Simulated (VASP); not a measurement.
# TaN (P6/mmm) in VASP: further runs, part 2 of 2

VASP 6.6.1. Earlier steps stand in the parts before.

## Step 3: Electric field gradients, PBE (11.74 Å³/atom)

This run uses another cell than the first one, of 11.74 Å³/atom.

INCAR reads:

```
SYSTEM = TaN
PREC = Accurate ; ENCUT = 520
EDIFF = 1E-8 ; ISMEAR = -1
SIGMA = 0.03 ; LREAL = .FALSE.
LASPH = .TRUE. ; NELM = 120
ALGO = Normal ; ISIF = 2
LWAVE = .FALSE. ; LCHARG = .FALSE.
GGA = PE ; LEFG = .TRUE.
NBANDS = 36 ; GGA_COMPAT = .FALSE.
```

KPOINTS reads:

```
regular mesh
0
G
  5 5 8
  0 0 0
```

POSCAR reads:

```
TaN
1.0
    5.2532307548      0.0000000000      0.0000000000
   -2.6266153774      4.5494312856      0.0000000000
    0.0000000000      0.0000000000      2.9462675463
Ta N
3 3
Direct
    0.0000000000      0.0000000000      0.0000000000
    0.3333333333      0.6666666667      0.5000000000
    0.6666666667      0.3333333333      0.5000000000
    0.5000000000      0.0000000000      0.0000000000
    0.5000000000      0.5000000000      0.0000000000
    0.0000000000      0.5000000000      0.0000000000
```

Potentials or basis: VASP PAW PBE potentials, release 64 (Ta_sv_GW, N).

The run is started by

```bash
$ cat potpaw_PBE.64/Ta_sv_GW/POTCAR potpaw_PBE.64/N/POTCAR > POTCAR
$ mpirun -np 1 vasp_std > vasp.out
```

OUTCAR:

```text
SYSTEM = TaN
   PREC = Accurate
   ENCUT = 520
   EDIFF = 1E-8
   ISMEAR = -1
   LREAL = .FALSE.
   LASPH = .TRUE.
   NELM = 120
   ISIF = 2
   GGA = PE

 ion  position               nearest neighbor table
   1  0.000  0.000  0.000-
   2  0.333  0.667  0.500-   6 2.11   6 2.11   4 2.11   4 2.11   5 2.11   5 2.11   3 3.03   3 3.03
                             3 3.03
   3  0.667  0.333  0.500-   6 2.11   6 2.11   4 2.11   4 2.11   5 2.11   5 2.11   2 3.03   2 3.03
                             2 3.03
   4  0.500  0.000  0.000-   2 2.11   3 2.11   2 2.11   3 2.11
   5  0.500  0.500  0.000-   2 2.11   3 2.11   2 2.11   3 2.11
   6  0.000  0.500  0.000-   2 2.11   3 2.11   2 2.11   3 2.11

  LATTYP: Found a hexagonal cell.
 ALAT       =     5.2532307548
 C/A-ratio  =     0.5608486822

  Lattice vectors:

 A1 = (   5.2532307548,   0.0000000000,   0.0000000000)
 A2 = (  -2.6266153774,   4.5494312856,   0.0000000000)
 A3 = (   0.0000000000,   0.0000000000,   2.9462675463)

Analysis of symmetry for initial positions (statically):
=====================================================================
 Subroutine PRICEL returns:
 Original cell was already a primitive cell.

 Routine SETGRP: Setting up the symmetry group for a
 hexagonal supercell.

 Subroutine GETGRP returns: Found 24 space group operations
 (whereof 24 operations were pure point group operations)
 out of a pool of 24 trial point group operations.

The static configuration has the point symmetry D_6h.

[... 1117 lines left out ...]
  -------------------------------------------------------------------------------------
  Total       -0.5714173     -0.5714173     -1.9944103      0.0000000      0.0000000      0.0000000
  in kB      -13.0019412    -13.0019412    -45.3805042      0.0000000      0.0000000      0.0000000
  external PRESSURE =     -23.7947956 kB  Pullay stress =       0.0000000 kB

 VOLUME and BASIS-vectors are now :
 -----------------------------------------------------------------------------
  energy-cutoff  :      520.00
  volume of cell :       70.41
      direct lattice vectors                 reciprocal lattice vectors
     5.253230755  0.000000000  0.000000000     0.190359047  0.109903847  0.000000000
    -2.626615377  4.549431286  0.000000000     0.000000000  0.219807694  0.000000000
     0.000000000  0.000000000  2.946267546     0.000000000  0.000000000  0.339412489

 POSITION                                       TOTAL-FORCE (eV/Angst)
 -----------------------------------------------------------------------------------
      0.00000      0.00000      0.00000         0.000000      0.000000      0.000000
     -0.00000      3.03295      1.47313        -0.000000     -0.000000     -0.000000
      2.62662      1.51648      1.47313         0.000000      0.000000      0.000000
      2.62662      0.00000      0.00000         0.000000      0.000000      0.000000
      1.31331      2.27472      0.00000         0.000000      0.000000      0.000000
     -1.31331      2.27472      0.00000         0.000000      0.000000      0.000000
 -----------------------------------------------------------------------------------
    total drift:                               -0.000000      0.000000      0.000000

  FREE ENERGIE OF THE ION-ELECTRON SYSTEM (eV)
  ---------------------------------------------------
  free  energy   TOTEN  =       -72.3805077883 eV

  energy  without entropy=      -72.3782084532  energy(sigma->0) =      -72.37935812

 Electric field gradients (V/A^2)
---------------------------------------------------------------------
 ion       V_xx      V_yy      V_zz      V_xy      V_xz      V_yz
---------------------------------------------------------------------
   1     204.916   204.915  -409.831    -0.001    -0.000    -0.000
   2     183.140   183.140  -366.280    -0.000     0.000    -0.000
   3     183.140   183.140  -366.280    -0.000     0.000    -0.000
   4      31.267   -27.400    -3.866    -0.001     0.000     0.000
   5     -12.733    16.600    -3.867    25.403     0.000    -0.000
   6     -12.733    16.599    -3.866   -25.404    -0.000    -0.000
---------------------------------------------------------------------

 Electric field gradients after diagonalization (V/A^2)
 (convention: |V_zz| > |V_xx| > |V_yy|)
----------------------------------------------------------------------
 ion       V_xx      V_yy      V_zz     asymmetry (V_yy - V_xx)/ V_zz
----------------------------------------------------------------------
   1     204.916   204.915  -409.831       0.000
   2     183.140   183.140  -366.280       0.000
   3     183.140   183.140  -366.280       0.000
   4     -27.400    -3.866    31.267       0.753
   5     -27.399    -3.867    31.266       0.753
   6     -27.400    -3.866    31.267       0.753
----------------------------------------------------------------------

           NMR quadrupolar parameters

 Cq : quadrupolar parameter    Cq=e*Q*V_zz/h
 eta: asymmetry parameters     (V_yy - V_xx)/ V_zz
 Q  : nuclear electric quadrupole moment in mb (millibarn)
----------------------------------------------------------------------
 ion       Cq(MHz)       eta       Q (mb)
----------------------------------------------------------------------
   1      -0.991       0.000       1.000
   2      -0.886       0.000       1.000
   3      -0.886       0.000       1.000
   4       0.076       0.753       1.000
   5       0.076       0.753       1.000
   6       0.076       0.753       1.000
----------------------------------------------------------------------
```

stdout:

```text
POSCAR found type information on POSCAR TaN
 POSCAR found :  2 types and       6 ions
 scaLAPACK will be used
 LDA part: xc-table for (Slater+PW92), standard interpolation
 POSCAR, INCAR and KPOINTS ok, starting setup
 FFT: planning ... GRIDC
 FFT: planning ... GRID_SOFT
 FFT: planning ... GRID
 WAVECAR not read
 entering main loop
ion   1

ion   2

ion   3

ion   4

ion   5

ion   6
```

Wall time 72 s (1 thread of Intel Xeon 6975P-C (Granite Rapids), shared host); peak memory 0.21 GiB.

Results:

```
Free energy                             : -72.3805 eV
Pressure                                : -2.4 GPa
Band gap on the k mesh                  : zero (bands 27 and 28 overlap by 2.00 eV)
Largest electric field gradient by atom : Ta -409.8, -366.3 (each value once); N +31.3 V/Å²
```

Electric field gradients, principal values (V/Å²):
| atom | least | middle | greatest (by size) |
| --- | --- | --- | --- |
| 1 Ta | 204.915 | 204.916 | -409.831 |
| 2 Ta | 183.140 | 183.140 | -366.280 |
| 3 Ta | 183.140 | 183.140 | -366.280 |
| 4 N | -3.866 | -27.400 | 31.267 |
| 5 N | -3.867 | -27.399 | 31.266 |
| 6 N | -3.866 | -27.400 | 31.267 |

Caveat: without QUAD_EFG the Cq values of the log hold for a quadrupole moment of 1 mb, not for the nuclei; spin-orbit coupling is left out, which moves the levels of the heavy elements.
